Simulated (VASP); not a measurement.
# Na2AgMoF6 (Fm-3m) in VASP: single point with LDA

Aim: the single point of Na2AgMoF6 with LDA.

All numbers are computed with VASP 6.6.1; they aren't measurements. Logs are shortened: lines on timing, memory, paths and dates and some standing lists are left out, and cuts for length are marked.

### 1 The cell of the first run

It takes space group Fm-3m (No. 225, cubic). Conventional cell: a = 8.863 Å, b = 8.863 Å, c = 8.863 Å, α = 90.00°, β = 90.00°, γ = 90.00°. Na (site symmetry -43m) has 12 F at 3.14 Å and 4 Ag at 3.84 Å and 4 Mo at 3.84 Å within 4.1 Å. Ag (site symmetry m-3m) has 6 F at 2.37 Å within 3.1 Å. Within 2.7 Å of Mo (site symmetry m-3m) lie 6 F at 2.06 Å. F (site symmetry 4mm) has 1 Mo at 2.06 Å and 1 Ag at 2.37 Å within 2.7 Å.

### 2 Single point, LDA

File INCAR:

```
SYSTEM = Na2AgMoF6
PREC = Accurate
ENCUT = 520
EDIFF = 1E-7
ISMEAR = 1
SIGMA = 0.05
LREAL = .FALSE.
LASPH = .TRUE.
NELM = 60
ALGO = Normal
ISIF = 2
LWAVE = .FALSE.
LCHARG = .FALSE.
NBANDS = 52
```

File KPOINTS:

```
regular mesh
0
G
  5 5 5
  0 0 0
```

File POSCAR:

```
Na2AgMoF6
1.0
    0.0000000000      4.4316760000      4.4316760000
    4.4316760000      0.0000000000      4.4316760000
    4.4316760000      4.4316760000      0.0000000000
Na Ag Mo F
2 1 1 6
Direct
    0.2500000000      0.2500000000      0.2500000000
    0.7500000000      0.7500000000      0.7500000000
    0.5000000000      0.5000000000      0.5000000000
    0.0000000000      0.0000000000      0.0000000000
    0.2327610000      0.2327610000      0.7672390000
    0.2327610000      0.7672390000      0.7672390000
    0.7672390000      0.7672390000      0.2327610000
    0.2327610000      0.7672390000      0.2327610000
    0.7672390000      0.2327610000      0.7672390000
    0.7672390000      0.2327610000      0.2327610000
```

Potentials or basis: VASP PAW LDA potentials, release 64 (Na_pv, Ag, Mo_sv, F).

Started as:

```bash
> cat potpaw_LDA.64/Na_pv/POTCAR potpaw_LDA.64/Ag/POTCAR potpaw_LDA.64/Mo_sv/POTCAR potpaw_LDA.64/F/POTCAR > POTCAR
> mpirun -np 1 vasp_std > vasp.out
```

OUTCAR:

```text
SYSTEM = Na2AgMoF6
   PREC = Accurate
   ENCUT = 520
   EDIFF = 1E-7
   ISMEAR = 1
   LREAL = .FALSE.
   LASPH = .TRUE.
   NELM = 60
   ISIF = 2

 ion  position               nearest neighbor table
   1  0.250  0.250  0.250-
   2  0.750  0.750  0.750-
   3  0.500  0.500  0.500-   5 2.37   6 2.37   7 2.37   8 2.37   9 2.37  10 2.37
   4  0.000  0.000  0.000-   5 2.06   6 2.06   7 2.06   8 2.06   9 2.06  10 2.06
   5  0.233  0.233  0.767-   4 2.06   3 2.37
   6  0.233  0.767  0.767-   4 2.06   3 2.37
   7  0.767  0.767  0.233-   4 2.06   3 2.37
   8  0.233  0.767  0.233-   4 2.06   3 2.37
   9  0.767  0.233  0.767-   4 2.06   3 2.37
  10  0.767  0.233  0.233-   4 2.06   3 2.37

  LATTYP: Found a face centered cubic cell.
 ALAT       =     8.8633520000

  Lattice vectors:

 A1 = (   0.0000000000,   4.4316760000,   4.4316760000)
 A2 = (   4.4316760000,   0.0000000000,   4.4316760000)
 A3 = (   4.4316760000,   4.4316760000,   0.0000000000)

Analysis of symmetry for initial positions (statically):
=====================================================================
 Subroutine PRICEL returns:
 Original cell was already a primitive cell.

 Routine SETGRP: Setting up the symmetry group for a
 face centered cubic supercell.

 Subroutine GETGRP returns: Found 48 space group operations
 (whereof 48 operations were pure point group operations)
 out of a pool of 48 trial point group operations.

The static configuration has the point symmetry O_h .

Analysis of symmetry for dynamics (positions and initial velocities):
=====================================================================
 Subroutine PRICEL returns:
 Original cell was already a primitive cell.

 Routine SETGRP: Setting up the symmetry group for a
 face centered cubic supercell.

 Subroutine GETGRP returns: Found 48 space group operations
 (whereof 48 operations were pure point group operations)
 out of a pool of 48 trial point group operations.

The dynamic configuration has the point symmetry O_h .

 Subroutine INISYM returns: Found 48 space group operations
 (whereof 48 operations are pure point group operations),
 and found     1 'primitive' translations

----------------------------------------------------------------------------------------

                                     Primitive cell

  volume of cell :     174.0740

  direct lattice vectors                    reciprocal lattice vectors
     0.000000000  4.431676000  4.431676000    -0.112824132  0.112824132  0.112824132
     4.431676000  0.000000000  4.431676000     0.112824132 -0.112824132  0.112824132
     4.431676000  4.431676000  0.000000000     0.112824132  0.112824132 -0.112824132

  length of vectors
     6.267336303  6.267336303  6.267336303     0.195417130  0.195417130  0.195417130

  position of ions in fractional coordinates (direct lattice)
     0.250000000  0.250000000  0.250000000
     0.750000000  0.750000000  0.750000000
     0.500000000  0.500000000  0.500000000
     0.000000000  0.000000000  0.000000000
     0.232761000  0.232761000  0.767239000
     0.232761000  0.767239000  0.767239000
     0.767239000  0.767239000  0.232761000
     0.232761000  0.767239000  0.232761000
     0.767239000  0.232761000  0.767239000
     0.767239000  0.232761000  0.232761000

  ion indices of the primitive-cell ions
   primitive index   ion index
                 1           1
                 2           2
                 3           3
                 4           4
                 5           5
                 6           6
                 7           7
                 8           8
                 9           9
                10          10

----------------------------------------------------------------------------------------

 KPOINTS: regular mesh

Automatic generation of k-mesh.
 Grid dimensions read from file:
 generate k-points for:    5    5    5

 Generating k-lattice:

  Cartesian coordinates                     Fractional coordinates (reciprocal lattice)
    -0.022564826  0.022564826  0.022564826     0.200000000  0.000000000  0.000000000
     0.022564826 -0.022564826  0.022564826     0.000000000  0.200000000  0.000000000
     0.022564826  0.022564826 -0.022564826     0.000000000  0.000000000  0.200000000

  Length of vectors
     0.039083426  0.039083426  0.039083426

  Shift w.r.t. Gamma in fractional coordinates (k-lattice)
     0.000000000  0.000000000  0.000000000

 Subroutine IBZKPT returns following result:
 ===========================================

 Found     10 irreducible k-points:

 Following reciprocal coordinates:
            Coordinates               Weight
  0.000000  0.000000  0.000000      1.000000
  0.200000  0.000000  0.000000      8.000000
  0.400000  0.000000  0.000000      8.000000
  0.200000  0.200000  0.000000      6.000000
  0.400000  0.200000  0.000000     24.000000
 -0.400000  0.200000  0.000000     24.000000
 -0.200000  0.200000  0.000000     12.000000
  0.400000  0.400000  0.000000      6.000000
 -0.400000  0.400000  0.000000     12.000000
 -0.400000  0.400000  0.200000     24.000000
   k-points           NKPTS =     10   k-points in BZ     NKDIM =     10   number of bands    NBANDS=     52
   number of dos      NEDOS =    301   number of ions     NIONS =     10
   total plane-waves  NPLWV = 110592
   dimension x,y,z NGX =    48 NGY =   48 NGZ =   48
   dimension x,y,z NGXF=    96 NGYF=   96 NGZF=   96
   ions per type =               2   1   1   6
   NGX,Y,Z   is equivalent  to a cutoff of  12.73, 12.73, 12.73 a.u.
   NGXF,Y,Z  is equivalent  to a cutoff of  25.46, 25.46, 25.46 a.u.
 SYSTEM =  Na2AgMoF6
   PREC   = accura    normal or accurate (medium, high low for compatibility)
   ISTART =      0    job   : 0-new  1-cont  2-samecut
   ICHARG =      2    charge: 1-file 2-atom 10-const
   ISPIN  =      1    spin polarized calculation?
   LNONCOLLINEAR =      F non collinear calculations
   LSORBIT =      F    spin-orbit coupling
   LASPH  =      T    aspherical Exc in radial PAW
   ENCUT  =  520.0 eV  38.22 Ry    6.18 a.u.  11.65 11.65 11.65*2*pi/ulx,y,z
   NELM   =     60;   NELMIN=  2; NELMDL= -5     # of ELM steps
   EDIFF  = 0.1E-06   stopping-criterion for ELM
   LREAL  =      F    real-space projection
   EDIFFG = 0.1E-05   stopping-criterion for IOM
   NSW    =      0    number of steps for IOM
   IBRION =     -1    ionic relax: 0-MD 1-quasi-New 2-CG
   NFREE  =      0    steps in history (QN), initial steepest desc. (CG)
   ISIF   =      2    stress and relaxation
   ISYM   =      2    0-nonsym 1-usesym 2-fastsym
   POTIM  = 0.5000    time-step for ionic-motion
   TEBEG  =    0.0;   TEEND  =   0.0 temperature during run
   PSTRESS=    0.0 pullay stress
   NELECT =      81.0000    total number of electrons
   NUPDOWN=      -1.0000    fix difference up-down
   EMIN   =  10.00;   EMAX   =-10.00  energy-range for DOS
   EFERMI =   0.00;   METHOD = LEGACY
   ISMEAR =     1;   SIGMA  =   0.05  broadening in eV -4-tet -1-fermi 0-gaus
   EFERMI_NEDOS =   21; number of points for ismear=-14 and -15
   IALGO  =     38    algorithm
   IMIX   =      4    mixing-type and parameters
     AMIX     =   0.40;   BMIX     =  1.00
     AMIX_MAG =   1.60;   BMIX_MAG =  1.00
  volume/ion in A,a.u.               =      17.41       117.47
  Fermi-wavevector in a.u.,A,eV,Ry     =   1.268601  2.397309 21.896528  1.609349
  Thomas-Fermi vector in A             =   2.401687
   LORBIT       =      0    0 simple, 1 ext, 2 COOP (PROOUT), +10 PAW based schemes
   GGA     = CA    functional components
   LHFCALC =     F    Hartree Fock is set to
   AEXX    =    0.0000 exact exchange contribution
   IVDW    =     0    specifies the selected vdW correction
   LEPSILON=     F    determine dielectric tensor
   LRPA    =     F    only Hartree local field effects (RPA)
 non-spin polarized calculation
 Methfessel and Paxton  Order N= 1 SIGMA  =   0.05
  energy-cutoff  :      520.00
  volume of cell :      174.07
 maximum number of plane-waves:      4711
   NGX = 23   NGY = 23   NGZ = 23

 number of electron      81.0000001 magnetization

 Free energy of the ion-electron system (eV)
  ---------------------------------------------------
  ext. energy  EPLUGINS =         0.00000000
  ---------------------------------------------------
  free energy    TOTEN  =       -50.85490227 eV

  energy without entropy =      -50.82855283  energy(sigma->0) =      -50.84611912

 E-fermi :   2.5852     XC(G=0):  -9.0062

 val. band max:        2.5844243021   @ k =   0.2000   0.0000   0.0000
 cond. band min:       2.5857596377   @ k =  -0.4000   0.4000   0.2000
 fundamental gap:      0.0013353356
 Fermi energy:         2.5852034072

 k-point     1 :       0.0000    0.0000    0.0000
  band No.  band energies     occupation
      1     -59.4643      2.00000
      2     -33.8143      2.00000
      3     -33.8143      2.00000
      4     -33.8143      2.00000
      5     -23.0679      2.00000
      6     -23.0679      2.00000
[... 44 lines left out ...]
     51       8.3668      0.00000
     52       8.3668      0.00000

 k-point     2 :       0.2000    0.0000    0.0000
  band No.  band energies     occupation
      1     -59.4643      2.00000
      2     -33.8144      2.00000
      3     -33.8143      2.00000
      4     -33.8143      2.00000
      5     -23.0684      2.00000
      6     -23.0679      2.00000
[... 44 lines left out ...]
     51       8.7094      0.00000
     52       8.7094      0.00000

 k-point     3 :       0.4000    0.0000    0.0000
  band No.  band energies     occupation
      1     -59.4643      2.00000
      2     -33.8144      2.00000
      3     -33.8143      2.00000
      4     -33.8143      2.00000
      5     -23.0694      2.00000
      6     -23.0685      2.00000
[... 44 lines left out ...]
     51       8.2040      0.00000
     52       8.2040      0.00000

 k-point     4 :       0.2000    0.2000    0.0000
  band No.  band energies     occupation
      1     -59.4643      2.00000
      2     -33.8144      2.00000
      3     -33.8143      2.00000
      4     -33.8143      2.00000
      5     -23.0686      2.00000
      6     -23.0686      2.00000
[... 44 lines left out ...]
     51       8.8336      0.00000
     52       9.0837      0.00000

 k-point     5 :       0.4000    0.2000    0.0000
  band No.  band energies     occupation
      1     -59.4643      2.00000
      2     -33.8144      2.00000
      3     -33.8144      2.00000
      4     -33.8143      2.00000
      5     -23.0706      2.00000
      6     -23.0693      2.00000
[... 44 lines left out ...]
     51       8.9822      0.00000
     52       9.1872      0.00000

 k-point     6 :      -0.4000    0.2000    0.0000
  band No.  band energies     occupation
      1     -59.4643      2.00000
      2     -33.8144      2.00000
      3     -33.8144      2.00000
      4     -33.8143      2.00000
      5     -23.0710      2.00000
      6     -23.0696      2.00000
[... 44 lines left out ...]
     51       8.8375      0.00000
     52       9.1044      0.00000

 k-point     7 :      -0.2000    0.2000    0.0000
  band No.  band energies     occupation
      1     -59.4643      2.00000
      2     -33.8144      2.00000
      3     -33.8144      2.00000
      4     -33.8143      2.00000
      5     -23.0696      2.00000
      6     -23.0686      2.00000
[... 44 lines left out ...]
     51       8.6685      0.00000
     52       8.8849      0.00000

 k-point     8 :       0.4000    0.4000    0.0000
  band No.  band energies     occupation
      1     -59.4643      2.00000
      2     -33.8144      2.00000
      3     -33.8144      2.00000
      4     -33.8144      2.00000
      5     -23.0728      2.00000
      6     -23.0698      2.00000
[... 44 lines left out ...]
     51       9.9565      0.00000
     52      10.3038      0.00000

 k-point     9 :      -0.4000    0.4000    0.0000
  band No.  band energies     occupation
      1     -59.4643      2.00000
      2     -33.8144      2.00000
      3     -33.8144      2.00000
      4     -33.8144      2.00000
      5     -23.0729      2.00000
      6     -23.0701      2.00000
[... 44 lines left out ...]
     51       9.6859      0.00000
     52       9.8178      0.00000

 k-point    10 :      -0.4000    0.4000    0.2000
  band No.  band energies     occupation
      1     -59.4643      2.00000
      2     -33.8144      2.00000
      3     -33.8144      2.00000
      4     -33.8144      2.00000
      5     -23.0720      2.00000
      6     -23.0707      2.00000
[... 44 lines left out ...]
     51       8.7577      0.00000
     52       9.8296      0.00000

------------------------ aborting loop because EDIFF is reached ----------------------------------------

  FORCE on cell =-STRESS in cart. coord.  units (eV):
  Direction    XX          YY          ZZ          XY          YZ          ZX
  --------------------------------------------------------------------------------------
  -------------------------------------------------------------------------------------
  Total       -7.6327275     -7.6327275     -7.6327275      0.0000000      0.0000000     -0.0000000
  in kB      -70.2516195    -70.2516195    -70.2516195      0.0000000      0.0000000     -0.0000000
  external PRESSURE =     -70.2516195 kB  Pullay stress =       0.0000000 kB

 VOLUME and BASIS-vectors are now :
 -----------------------------------------------------------------------------
  energy-cutoff  :      520.00
  volume of cell :      174.07
      direct lattice vectors                 reciprocal lattice vectors
     0.000000000  4.431676000  4.431676000    -0.112824132  0.112824132  0.112824132
     4.431676000  0.000000000  4.431676000     0.112824132 -0.112824132  0.112824132
     4.431676000  4.431676000  0.000000000     0.112824132  0.112824132 -0.112824132

 POSITION                                       TOTAL-FORCE (eV/Angst)
 -----------------------------------------------------------------------------------
      2.21584      2.21584      2.21584        -0.000000      0.000000     -0.000000
      6.64751      6.64751      6.64751        -0.000000      0.000000     -0.000000
      4.43168      4.43168      4.43168        -0.000000      0.000000     -0.000000
      0.00000      0.00000      0.00000        -0.000000      0.000000     -0.000000
      4.43168      4.43168      2.06304        -0.000000      0.000000     -0.820405
      6.80031      4.43168      4.43168         0.820405      0.000000     -0.000000
      4.43168      4.43168      6.80031        -0.000000      0.000000      0.820405
      4.43168      2.06304      4.43168        -0.000000     -0.820405     -0.000000
      4.43168      6.80031      4.43168        -0.000000      0.820405     -0.000000
      2.06304      4.43168      4.43168        -0.820405      0.000000     -0.000000
 -----------------------------------------------------------------------------------
    total drift:                                0.000000      0.000000      0.000000

  FREE ENERGIE OF THE ION-ELECTRON SYSTEM (eV)
  ---------------------------------------------------
  free  energy   TOTEN  =       -50.8549022719 eV

  energy  without entropy=      -50.8285528292  energy(sigma->0) =      -50.84611912
```

Run time: 86 s. Hardware: 1 thread of Intel Xeon Platinum 8375C at 2.90GHz (Ice Lake), shared host; peak memory 0.3 GiB.

What came out:

```
Free energy   : -50.8549 eV
Pressure      : -7.0 GPa
Largest force : 0.820 eV/Å
```

Forces in eV/Å, atoms in the order of the input:
```
Na   0.000  0.000  0.000
Na   0.000  0.000  0.000
Ag   0.000  0.000  0.000
Mo   0.000  0.000  0.000
F    0.000  0.000 -0.820
F    0.820  0.000  0.000
F    0.000  0.000  0.820
F    0.000 -0.820  0.000
F    0.000  0.820  0.000
F   -0.820  0.000  0.000
```

Levels at points of the mesh, in eV from the Fermi level:
```tsv
k point	band 36	band 37	band 38	band 39	band 40	band 41	band 42	band 43	band 44	band 45
(0.00, 0.00, 0.00)	-3.42	-3.42	-2.79	-2.79	-0.55	0.01	0.01	0.01	2.96	2.96
```

Caveat: an odd number of electrons without spin polarisation forces a metal; a magnetic or distorted state may lie lower.
